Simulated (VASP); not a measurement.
Here is a VASP 6.6.1 calculation.

File INCAR:

```
  PREC = Accurate
  ENCUT = 600
  EDIFF = 1E-7
  ISMEAR = -1
  SIGMA = 0.1
  LREAL = False
  LASPH = True
  NELM = 60
  ALGO = Normal
  ISIF = 3
  LWAVE = False
  LCHARG = False
  GGA = PE
  IBRION = 2
  NSW = 32
  EDIFFG = -0.005
  PSTRESS = 1500.0
```

File KPOINTS:

```
regular mesh
0
Gamma
  16 16 16
```

POSCAR

```
Au
1.0
    2.3813469866      0.0000000000      0.0000000000
    0.0000000000      2.3813469866      0.0000000000
    0.0000000000      0.0000000000      2.3813469866
Au
1
Direct
    0.0000000000      0.0000000000      0.0000000000
```

Potentials or basis: VASP PAW PBE potentials, release 64 (Au).

Command:

```sh
$ cat potpaw_PBE.64/Au/POTCAR > POTCAR
$ mpirun -np 1 vasp_std > vasp.out
```

(1) Predict the relaxed cell.

(2) What does it give for the space group after relaxing (to 0.05 Å)?

(3) What does it give for the relaxed volume?

## Answers

(1) a = 2.381 Å, b = 2.381 Å, c = 2.381 Å, α = 90.00°, β = 90.00°, γ = 90.00°.

(2) Pm-3m (No. 221).

(3) 13.49 Å³/atom.

Caveat: the cell is relaxed towards a set pressure, so the enthalpy falls and the energy may rise.
